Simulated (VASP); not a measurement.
Set up this calculation in VASP 6.6.1, as the native input.

```
Task                   : single point
Functional             : r2SCAN
Potentials or basis    : VASP PAW PBE potentials, release 64 (Si)
Cutoff                 : 520 eV
k mesh                 : 15 × 15 × 4
Occupations            : fermi-dirac, width 0.1 eV
Spin                   : no spin polarisation
Dipole correction      : no
Further INCAR settings : ALGO = Normal; EDIFF = 1e-06; NBANDS = 16
```

The system is Si.

```xyz
4
Lattice="2.6020 0.0000 0.0000 -1.3010 2.2534 0.0000 0.0000 0.0000 8.6434" Properties=species:S:1:pos:R:3 pbc="T T T"
Si   -1.3010    2.2534    0.0000
Si   -1.3010    2.2534    4.3217
Si    0.0000    1.5023    2.1609
Si    1.3010    0.7511    6.4826
```

This isn't the form of Si at room conditions, which is diamond.

One way to write it, as run:

POSCAR

```
Si
1.0
    2.6020301641      0.0000000000      0.0000000000
   -1.3010150820      2.2534242235      0.0000000000
    0.0000000000      0.0000000000      8.6434277991
Si
4
Direct
    0.0000000000      1.0000000000      0.0000000000
    0.0000000000      1.0000000000      0.5000000000
    0.3333333333      0.6666666667      0.2500000000
    0.6666666667      0.3333333333      0.7500000000
```

INCAR.step1

```
ALGO = Normal ; EDIFF = 1E-4
ENCUT = 520 ; GGA = PE
ISMEAR = -1 ; LASPH = True
LCHARG = False ; LREAL = False
LWAVE = True ; NBANDS = 16
NELM = 100 ; PREC = Accurate
SIGMA = 0.1
```

INCAR.step2

```
ALGO = Normal ; EDIFF = 1E-6
ENCUT = 520 ; ISIF = 2
ISMEAR = -1 ; ISTART = 1
LASPH = True ; LCHARG = False
LMIXTAU = True ; LREAL = False
LWAVE = False ; METAGGA = R2SCAN
NBANDS = 16 ; NELM = 100
PREC = Accurate ; SIGMA = 0.1
```

KPOINTS

```
k-points
0
Gamma
  15 15 4
```

Potentials or basis: VASP PAW PBE potentials, release 64 (Si).

Launch:

```bash
$ cat potpaw_PBE.64/Si/POTCAR > POTCAR
$ cp INCAR.step1 INCAR
$ mpirun -np 1 vasp_std > vasp.out
$ cp INCAR.step2 INCAR
$ mpirun -np 1 vasp_std > vasp.out
```

It gave:

The pressure is 8.9 GPa and the band gap on the k mesh is zero (bands 8 and 9 overlap by 14.64 eV).

Caveat: the cell stands under pressure; the PAW data sets were made with another functional, which shifts forces and pressure a little.

It took 110 s on 1 thread of Intel(R) Xeon(R) Platinum 8488C (Sapphire Rapids) (shared host), peak memory 0.19 GiB.
